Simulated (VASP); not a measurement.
NiO, 2 atoms in the cell. It takes space group Fm-3m (No. 225, cubic). Conventional cell: a = 4.227 Å, b = 4.227 Å, c = 4.227 Å, α = 90.00°, β = 90.00°, γ = 90.00°. Ni (site symmetry m-3m) has 6 O at 2.11 Å within 2.8 Å. O (site symmetry m-3m) has 6 Ni at 2.11 Å within 2.8 Å. 

```yaml
Program: VASP 6.6.1
Task: single point
Functional: b88 exchange, pbe correlation
Potentials_or_basis: VASP PAW PBE potentials, release 64 (Ni, O)
Cutoff: 600 eV
k_mesh: 11 × 11 × 11
Occupations: fermi-dirac, width 0.05 eV
Spin: collinear spin, ferromagnetic start
Starting_moments: "[1.0, 0.0] μB"
Dipole_correction: no
Further_INCAR_settings: ALGO = Normal; EDIFF = 1e-06; NBANDS = 19
```

Potentials or basis: VASP PAW PBE potentials, release 64 (Ni, O).

Launch:

```sh
$ cat potpaw_PBE.64/Ni/POTCAR potpaw_PBE.64/O/POTCAR > POTCAR
$ mpirun -np 1 vasp_std > vasp.out
```

Hardware: 1 thread of Intel Xeon 8259CL (shared host).

Problem. How long does it take, and how much memory?

Solution. Wall time 76 s on 1 thread of Intel Xeon 8259CL (shared host), peak memory 0.17 GiB. Counts: scf iterations 17, k points 56.
